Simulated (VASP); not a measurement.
Here is a VASP 6.6.1 calculation.

Contents of INCAR:

```
ALGO = Normal
EDIFF = 1E-6
EDIFFG = -0.005
ENCUT = 600
GGA = CA
IBRION = 2
ISIF = 3
ISMEAR = -1
LASPH = T
LCHARG = F
LREAL = F
LWAVE = F
NELM = 60
NSW = 32
PREC = Accurate
PSTRESS = 15.0
SIGMA = 0.08
```

File KPOINTS:

```
k-points
0
Gamma
  15 15 8
```

File POSCAR:

```
Ge
1.0
    2.8879525246      0.0000000000      0.0000000000
   -1.4439762623      2.5010402512      0.0000000000
    0.0000000000      0.0000000000      4.8889479062
Ge
2
Direct
    0.3333333333      0.6666666667      0.2500000000
    0.6666666667      0.3333333333      0.7500000000
```

Potentials or basis: VASP PAW LDA potentials, release 64 (Ge_d).

Launch:

```sh
$ cat potpaw_LDA.64/Ge_d/POTCAR > POTCAR
$ mpirun -np 1 vasp_std > vasp.out
```

(1) What does it give for the band gap on the k mesh?

## Answers

(1) zero (bands 14 and 15 overlap by 10.93 eV).

Caveat: the cell is relaxed towards a set pressure, so the run minimises the enthalpy, not the energy.
